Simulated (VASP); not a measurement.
Here is a VASP 6.6.1 calculation.

INCAR

```
SYSTEM = O
  PREC = Accurate
  ENCUT = 520
  EDIFF = 1E-7
  ISMEAR = -1
  SIGMA = 0.08
  LREAL = .False.
  LASPH = .True.
  NELM = 100
  ALGO = Normal
  ISIF = 2
  LWAVE = .False.
  LCHARG = .False.
  GGA = CA
  NBANDS = 9
```

Contents of KPOINTS:

```
Automatic mesh
0
Gamma
  18 18 18
  0 0 0
```

Contents of POSCAR:

```
O
1.0
    0.0000000000      1.4802206848      1.4802206848
    1.4802206848      0.0000000000      1.4802206848
    1.4802206848      1.4802206848      0.0000000000
O
1
Direct
    0.0000000000      0.0000000000      0.0000000000
```

Potentials or basis: VASP PAW LDA potentials, release 64 (O).

Launch:

```sh
$ cat potpaw_LDA.64/O/POTCAR > POTCAR
$ mpirun -np 1 vasp_std > vasp.out
```

Q: Estimate the pressure.

A: 26.6 GPa.

Q: Estimate the band gap on the k mesh.

A: Zero (band 3 reaches 7.04 eV, above the bottom of band 4 at 2.36 eV).
